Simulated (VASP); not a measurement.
Input of a VASP 6.6.1 run:

Contents of INCAR:

```
PREC = Accurate ; ENCUT = 600
EDIFF = 1E-8 ; ISMEAR = -1
SIGMA = 0.05 ; LREAL = F
LASPH = T ; NELM = 100
ALGO = Normal ; ISIF = 3
LWAVE = F ; LCHARG = F
GGA = PE ; IBRION = 6
NFREE = 2 ; POTIM = 0.015
NSW = 1
```

The input KPOINTS:

```
Automatic mesh
0
Gamma
  5 5 5
```

POSCAR

```
BiS
1.0
    4.0029443400      0.0000000000      0.0000000000
    0.0000000000      4.0029443400      0.0000000000
    0.0000000000      0.0000000000      4.0029443400
Bi S
1 1
Direct
    0.5000000000      0.5000000000      0.5000000000
    0.0000000000      0.0000000000      0.0000000000
```

Potentials or basis: VASP PAW PBE potentials, release 64 (Bi_d, S).

Run with:

```bash
$ cat potpaw_PBE.64/Bi_d/POTCAR potpaw_PBE.64/S/POTCAR > POTCAR
$ mpirun -np 1 vasp_std > vasp.out
```

Problem. What does it give for the elastic constants C11, C12, C44?

Solution. 28, 12, -29 GPa.

Problem. What does it give for the Voigt bulk modulus?

Solution. 17 GPa.

Problem. Estimate the most unstable mode.

Solution. 142i cm⁻¹.

Phonon frequencies in cm⁻¹ (negative: imaginary):
| q point | frequencies |
| --- | --- |
| (0.000, 0.000, 0.000) | -142 -142 -142 0 0 0 |

Caveat: the cell is under stress, which shifts elastic constants; some modes are imaginary; the elastic tensor has a negative eigenvalue, so either the cell is unstable as it stands or the mesh is too thin.
